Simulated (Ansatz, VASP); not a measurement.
Two plane-wave programs on Al9N

File INCAR:

```
PREC = Accurate ; ENCUT = 520
EDIFF = 1E-6 ; ISMEAR = 0
SIGMA = 0.1 ; LREAL = F
LASPH = T ; NELM = 60
ALGO = Normal ; ISIF = 2
LWAVE = F ; LCHARG = F
LDIPOL = T ; IDIPOL = 3
DIPOL = 0.5 0.5 0.504 ; GGA = PS
NBANDS = 27
```

File KPOINTS:

```
Automatic mesh
0
Gamma
  12 12 1
```

The input POSCAR:

```
Al9N
1.0
    2.8362844918      0.0000000000      0.0000000000
   -1.4181422459      2.4562944222      0.0000000000
    0.0000000000      0.0000000000     37.6442989108
Al N
9 1
Direct
    0.3333333333      0.6666666666      0.2257978033
    0.0000000000      0.0000000000      0.2877072406
    0.6666666667      0.3333333333      0.3496166779
    0.0000000000      0.0000000000      0.4115261153
    0.3333333333      0.6666666666      0.4729161237
    0.0000000000      0.0000000000      0.5342805556
    0.6666666667      0.3333333333      0.5966221375
    0.0000000000      0.0000000000      0.6583877038
    0.3333333333      0.6666666666      0.7209215701
    0.3333333333      1.1666666666      0.7781887751
```

Input for Ansatz:

```yaml
crystal:
  lattice:
    - [2.8362844918, 0.0, 0.0]
    - [-1.4181422459, 2.4562944222, 0.0]
    - [0.0, 0.0, 37.6442989108]
  atoms:
    - { symbol: Al, position: [0.3333333333, 0.6666666666, 0.2257978033] }
    - { symbol: Al, position: [0.0, 0.0, 0.2877072406] }
    - { symbol: Al, position: [0.6666666667, 0.3333333333, 0.3496166779] }
    - { symbol: Al, position: [0.0, 0.0, 0.4115261153] }
    - { symbol: Al, position: [0.3333333333, 0.6666666666, 0.4729161237] }
    - { symbol: Al, position: [0.0, 0.0, 0.5342805556] }
    - { symbol: Al, position: [0.6666666667, 0.3333333333, 0.5966221375] }
    - { symbol: Al, position: [0.0, 0.0, 0.6583877038] }
    - { symbol: Al, position: [0.3333333333, 0.6666666666, 0.7209215701] }
    - { symbol: "N", position: [0.3333333333, 1.1666666666, 0.7781887751] }
basis:
  ecutwfc: 420
kpoints:
  mp_grid: { grid: [12, 12, 1] }
hamiltonian:
  xc: pbesol
scf:
  occupations: { method: gaussian, width: 0.1 }
output:
  forces: true
  stress: true
  eigenvalues: true
  write_density: true
  write_potential: true
  elf: true
  volumetric_format: npy
efield:
  axis: 3
  dipole_correction: true
  ramp_width: 0.04
```

Alike in both runs: task single point; functional PBEsol; k mesh 12 × 12 × 1; occupations gaussian, width 0.1 eV; no spin polarisation.

```csv
,VASP,Ansatz
version,VASP 6.6.1,Ansatz 0.2.0
potentials or method,"VASP PAW PBE potentials, release 64 (Al, N), cutoff 520 eV","scalar-relativistic, plane waves, PAW"
valence electrons in the cell,32,32
```

|  | VASP | Ansatz | Ansatz less VASP |
| --- | --- | --- | --- |
| gap on the k mesh at the Fermi level (eV) | none | none | - |
| rms of the force components (eV/Å) | 0.679 | 0.680 | +0.0001 |

VASP's potentials were made for PBE, not for PBEsol. Atom by atom the forces differ by 0.001 eV/Å (rms over components). A gap of «none» marks a metal or a gap that the smearing closes. Ansatz's warnings: xc potential rough in thin density.
